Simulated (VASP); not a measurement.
# ZrB in VASP: further runs, part 2 of 2

VASP 6.6.1.

**3. Single point, LDA (normal strain along x +0.0467, normal strain along z -0.0733)**

Contents of INCAR:

```
SYSTEM = ZrB
PREC     = Accurate       ! precision mode
ENCUT    = 520            ! plane-wave cutoff, eV
EDIFF    = 1E-6           ! SCF threshold, eV
ISMEAR   = 0              ! smearing method
SIGMA    = 0.15           ! smearing width, eV
LREAL    = .FALSE.        ! projectors in reciprocal space
LASPH    = .TRUE.         ! aspherical terms in the spheres
NELM     = 60             ! most SCF steps
ALGO     = Normal         ! electronic algorithm
ISIF     = 2              ! what is computed and relaxed
LWAVE    = .FALSE.        ! write WAVECAR
LCHARG   = .FALSE.        ! write CHGCAR
NBANDS   = 14             ! bands
```

Contents of KPOINTS:

```
Automatic mesh
0
G
  16 16 16
  0 0 0
```

Contents of POSCAR:

```
ZrB
1.0
    0.0000000000      2.4153850465      2.2383373226
    2.5281835282      0.0000000000      2.2383373226
    2.5281835282      2.4153850465      0.0000000000
Zr B
1 1
Direct
    0.0000000000      0.0000000000      0.0000000000
    0.5000000000      0.5000000000      0.5000000000
```

Potentials or basis: VASP PAW LDA potentials, release 64 (Zr_sv, B).

Run with:

```console
$ cat potpaw_LDA.64/Zr_sv/POTCAR potpaw_LDA.64/B/POTCAR > POTCAR
$ mpirun -np 1 vasp_std > vasp.out
```

It took 3.8 min on 1 thread of AMD EPYC 7R43 (Zen 3), shared host; peak memory 0.31 GiB.

It converged, with:

| Quantity | Value |
| --- | --- |
| Free energy | -17.2732 eV |
| Pressure | 8.7 GPa |

Stress tensor (GPa, compression positive):
```
-10.51   0.00   0.00
  0.00   4.31   0.00
  0.00   0.00  32.25
```

Levels at points of the mesh, in eV from the Fermi level:
```tsv
k point	band 5	band 6	band 7	band 8	band 9	band 10	band 11	band 12
(0.00, 0.00, 0.00)	-8.11	1.20	1.69	2.45	2.69	3.25	3.47	3.61
(0.50, 0.00, 0.00)	-4.02	-3.73	-1.55	-1.29	4.82	5.58	6.76	7.78
(0.50, 0.50, 0.00)	-6.19	-1.08	0.30	1.75	1.88	5.03	5.79	6.38
(0.50, 0.00, 0.50)	-6.25	-0.92	-0.68	2.10	2.71	4.59	5.56	6.64
(0.00, 0.50, 0.50)	-6.30	-1.14	-0.92	2.42	2.90	4.74	5.86	6.32
```

Caveat: the cell differs from its parent crystal (normal strain along x +0.0467, normal strain along z -0.0733).

**4. Single point, LDA (normal strain along x -0.0467, normal strain along z +0.0000)**

Contents of INCAR:

```
SYSTEM = ZrB
ALGO = Normal
EDIFF = 1E-6
ENCUT = 520
ISIF = 2
ISMEAR = 0
LASPH = .TRUE.
LCHARG = .FALSE.
LREAL = .FALSE.
LWAVE = .FALSE.
NBANDS = 14
NELM = 60
PREC = Accurate
SIGMA = 0.15
```

Contents of KPOINTS:

```
k-points
0
G
  16 16 16
  0 0 0
```

Contents of POSCAR:

```
ZrB
1.0
    0.0000000000      2.4153850465      2.4153850465
    2.3025865648      0.0000000000      2.4153850465
    2.3025865648      2.4153850465      0.0000000000
Zr B
1 1
Direct
    0.0000000000      0.0000000000      0.0000000000
    0.5000000000      0.5000000000      0.5000000000
```

Potentials or basis: VASP PAW LDA potentials, release 64 (Zr_sv, B).

Run with:

```console
$ cat potpaw_LDA.64/Zr_sv/POTCAR potpaw_LDA.64/B/POTCAR > POTCAR
$ mpirun -np 1 vasp_std > vasp.out
```

OUTCAR:

```text
SYSTEM = ZrB
   EDIFF = 1E-6
   ENCUT = 520
   ISIF = 2
   ISMEAR = 0
   LASPH = .TRUE.
   LREAL = .FALSE.
   NELM = 60
   PREC = Accurate

 ion  position               nearest neighbor table
   1  0.000  0.000  0.000-   2 2.30   2 2.30   2 2.42   2 2.42   2 2.42   2 2.42
   2  0.500  0.500  0.500-   1 2.30   1 2.30   1 2.42   1 2.42   1 2.42   1 2.42

  LATTYP: Found a body centered tetragonal cell.
 ALAT       =     3.4158702911
 C/A-ratio  =     1.3481697890

  Lattice vectors:

 A1 = (  -2.3025865648,   0.0000000000,  -2.4153850465)
[... 588 lines left out ...]
     11      12.3306      0.00000
     12      12.9626      0.00000
     13      14.1789      0.00000
     14      19.8827      0.00000

 [... further k-points ...]
[... 5 lines left out ...]
  --------------------------------------------------------------------------------------
  -------------------------------------------------------------------------------------
  Total        3.8628130      0.6681287      0.6681287     -0.0000000      0.0000000      0.0000000
  in kB      230.3538922     39.8429951     39.8429951     -0.0000000      0.0000000      0.0000000
  external PRESSURE =     103.3466275 kB  Pullay stress =       0.0000000 kB

 VOLUME and BASIS-vectors are now :
 -----------------------------------------------------------------------------
  energy-cutoff  :      520.00
  volume of cell :       26.87
      direct lattice vectors                 reciprocal lattice vectors
     0.000000000  2.415385046  2.415385046    -0.217147102  0.207006332  0.207006332
     2.302586565  0.000000000  2.415385046     0.217147102 -0.207006332  0.207006332
     2.302586565  2.415385046  0.000000000     0.217147102  0.207006332 -0.207006332

 POSITION                                       TOTAL-FORCE (eV/Angst)
 -----------------------------------------------------------------------------------
      0.00000      0.00000      0.00000        -0.000000      0.000000     -0.000000
      2.30259      2.41539      2.41539         0.000000     -0.000000      0.000000
 -----------------------------------------------------------------------------------
    total drift:                               -0.000000      0.000000      0.000000

  FREE ENERGIE OF THE ION-ELECTRON SYSTEM (eV)
  ---------------------------------------------------
  free  energy   TOTEN  =       -17.4358120294 eV

  energy  without entropy=      -17.4236898557  energy(sigma->0) =      -17.42975094
```

OSZICAR:

```text
N       E                     dE             d eps       ncg     rms          rms(c)
DAV:   1     0.947294445990E+02    0.94729E+02   -0.78472E+03  9788   0.103E+03
DAV:   2    -0.154240228990E+02   -0.11015E+03   -0.10444E+03 12088   0.283E+02
DAV:   3    -0.192280181987E+02   -0.38040E+01   -0.37610E+01 14646   0.450E+01
DAV:   4    -0.192994919116E+02   -0.71474E-01   -0.71441E-01 11674   0.589E+00
DAV:   5    -0.193014707680E+02   -0.19789E-02   -0.19788E-02 14690   0.650E-01    0.206E+01
DAV:   6    -0.174530595224E+02    0.18484E+01   -0.27762E+00 11380   0.144E+01    0.741E+00
DAV:   7    -0.174383227365E+02    0.14737E-01   -0.26228E-01 13874   0.353E+00    0.346E+00
DAV:   8    -0.174364462102E+02    0.18765E-02   -0.34386E-02 12188   0.144E+00    0.418E-01
DAV:   9    -0.174357698602E+02    0.67635E-03   -0.29145E-03 11746   0.333E-01    0.160E-01
DAV:  10    -0.174358160038E+02   -0.46144E-04   -0.35966E-04 11212   0.211E-01    0.359E-02
DAV:  11    -0.174358126241E+02    0.33797E-05   -0.16268E-05 12522   0.364E-02    0.491E-03
DAV:  12    -0.174358120294E+02    0.59471E-06   -0.45217E-07  7024   0.774E-03
   1 F= -.17435812E+02 E0= -.17429751E+02  d E =-.121222E-01
```

It took 3.4 min on 1 thread of Intel Xeon Platinum 8259CL at 2.50GHz (Skylake/Cascade Lake), shared host; peak memory 0.25 GiB.

What came out:

```yaml
Free_energy: -17.4358 eV
Pressure: 10.3 GPa
```

Stress tensor (GPa, compression positive):
```
23.04  0.00  0.00
 0.00  3.98  0.00
 0.00  0.00  3.98
```

Caveat: the cell differs from its parent crystal (normal strain along x -0.0467, normal strain along z +0.0000).

**5. Single point, LDA (normal strain along x +0.0000, normal strain along z -0.0367)**

INCAR, as its differences from that of step 4:

```diff
@@ -11,3 +11,3 @@
 NBANDS = 14
-NELM = 60
+NELM = 80
 PREC = Accurate
```

KPOINTS is that of step 4.

Contents of POSCAR:

```
ZrB
1.0
    0.0000000000      2.4153850465      2.3267404153
    2.4153850465      0.0000000000      2.3267404153
    2.4153850465      2.4153850465      0.0000000000
Zr B
1 1
Direct
    0.0000000000      0.0000000000      0.0000000000
    0.5000000000      0.5000000000      0.5000000000
```

Run with:

```console
$ cat potpaw_LDA.64/Zr_sv/POTCAR potpaw_LDA.64/B/POTCAR > POTCAR
$ mpirun -np 1 vasp_std > vasp.out
```

It took 3.6 min on 1 thread of Intel Xeon Platinum 8259CL at 2.50GHz (Skylake/Cascade Lake), shared host; peak memory 0.25 GiB.

The run converged. Its results:

* Free energy: -17.4716 eV
* Pressure: 7.9 GPa

Stress tensor (GPa, compression positive):
```
 3.11  0.00  0.00
 0.00  3.11  0.00
 0.00  0.00 17.52
```

Levels at points of the mesh, in eV from the Fermi level:
| k point | band 6 | band 7 | band 8 | band 9 | band 10 | band 11 |
| --- | --- | --- | --- | --- | --- | --- |
| (0.00, 0.00, 0.00) | 1.67 | 1.67 | 2.05 | 3.22 | 3.54 | 3.54 |
| (0.50, 0.00, 0.00) | -3.74 | -1.35 | -1.25 | 5.11 | 5.38 | 6.69 |
| (0.50, 0.50, 0.00) | -1.00 | -0.21 | 2.13 | 2.13 | 5.05 | 6.26 |
| (0.50, 0.00, 0.50) | -0.95 | -0.65 | 2.30 | 2.49 | 4.96 | 6.10 |

Caveat: the cell differs from its parent crystal (normal strain along x +0.0000, normal strain along z -0.0367).

**6. Single point, LDA (normal strain along x -0.0467, normal strain along z -0.1100)**

Contents of INCAR:

```
PREC = Accurate
ENCUT = 520
EDIFF = 1E-6
ISMEAR = 0
SIGMA = 0.15
LREAL = False
LASPH = True
NELM = 100
ALGO = Normal
ISIF = 2
LWAVE = False
LCHARG = False
GGA = CA
NBANDS = 14
```

Contents of KPOINTS:

```
Automatic mesh
0
Gamma
  16 16 16
```

Contents of POSCAR:

```
ZrB
1.0
    0.0000000000      2.4153850465      2.1496926914
    2.3025865648      0.0000000000      2.1496926914
    2.3025865648      2.4153850465      0.0000000000
Zr B
1 1
Direct
    0.0000000000      0.0000000000      0.0000000000
    0.5000000000      0.5000000000      0.5000000000
```

Potentials or basis: VASP PAW LDA potentials, release 64 (Zr_sv, B).

Run with:

```console
$ cat potpaw_LDA.64/Zr_sv/POTCAR potpaw_LDA.64/B/POTCAR > POTCAR
$ mpirun -np 1 vasp_std > vasp.out
```

Wall time 3.7 min (1 thread of Intel Xeon Platinum 8259CL at 2.50GHz (Skylake/Cascade Lake), shared host); peak memory 0.31 GiB.

It converged, with:

```yaml
Free_energy: -16.7922 eV
Pressure: 41.5 GPa
```

Stress tensor (GPa, compression positive):
```
39.32  0.00  0.00
 0.00 14.83  0.00
 0.00  0.00 70.23
```

Levels at points of the mesh, in eV from the Fermi level:
```tsv
k point	band 4	band 5	band 6	band 7	band 8	band 9	band 10	band 11	band 12	band 13
(0.00, 0.00, 0.00)	-24.23	-8.36	1.18	1.77	2.59	3.01	3.38	3.71	4.09	4.46
(0.50, 0.00, 0.00)	-24.34	-4.43	-3.19	-1.89	-1.57	5.55	6.38	7.83	8.38	12.71
(0.50, 0.50, 0.00)	-24.68	-6.65	-1.48	0.85	2.05	2.36	5.78	6.68	7.40	12.15
(0.50, 0.00, 0.50)	-24.47	-6.65	-1.33	-0.82	2.73	3.43	5.46	6.84	7.32	10.56
(0.00, 0.50, 0.50)	-24.49	-6.65	-1.32	-0.21	2.29	3.29	5.31	6.45	7.70	11.25
```

Caveat: the cell differs from its parent crystal (normal strain along x -0.0467, normal strain along z -0.1100).

**7. The runs side by side**

| cell | gap on the mesh (eV) | pressure (GPa) |
| --- | --- | --- |
| a = 3.479, b = 3.364, c = 3.298 Å, angles 63.0, 59.4, 57.6°, 2 atoms | none | 9.5 |
| a = 3.293, b = 3.377, c = 3.497 Å, angles 57.2, 59.6, 63.2°, 2 atoms | none | 8.7 |
| a = 3.416, b = 3.337, c = 3.337 Å, angles 61.6, 59.2, 59.2°, 2 atoms | none | 10.3 |
| a = 3.354, b = 3.354, c = 3.416 Å, angles 59.4, 59.4, 61.2°, 2 atoms | none | 7.9 |
| a = 3.233, b = 3.150, c = 3.337 Å, angles 59.7, 57.3, 63.0°, 2 atoms | none | 41.5 |

Alike in all rows: task single point; level LDA; potentials or basis VASP PAW LDA potentials, release 64 (Zr_sv, B); no spin polarisation; k mesh 16 × 16 × 16; cutoff (eV) 520; smearing gaussian 0.15 eV.

Absolute energies hang on the potentials; compare differences alone.
